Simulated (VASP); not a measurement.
Crystal: TlOs (L11 type).

```
CELL_PARAMETERS angstrom
1.53741 -0.88763 4.39152
0.00000 1.77525 4.39152
-1.53741 -0.88763 4.39152
ATOMIC_POSITIONS crystal
Os 0.00000 0.00000 0.00000
Tl 0.50000 0.50000 0.50000
```

Base run:

```yaml
Program: VASP 6.6.1
Functional: PBE
Potentials_or_basis: VASP PAW PBE potentials, release 64 (Os, Tl_d)
Cutoff: 520 eV
k_mesh: 12 × 12 × 12
Occupations: fermi-dirac, width 0.05 eV
Spin: no spin polarisation
```

Its results: band gap on the k mesh zero (an odd number of electrons rules out a gap without spin polarisation); pressure 4.4 GPa.

Task: The run is repeated on the same cell with these changes: functional from PBE to PBEsol; k mesh from 12 × 12 × 12, through Γ to 12 × 12 × 12, shifted. What comes out?

Result: Band gap on the k mesh zero (an odd number of electrons rules out a gap without spin polarisation); pressure -3.2 GPa.

Several settings changed at once.

Caveats: spin-orbit coupling is left out, which moves the levels of the heavy elements; the cell stands under pressure (at least some runs); the cell stands under tension (at least some runs); the PAW data sets were made with another functional, which shifts forces and pressure a little (at least some runs).
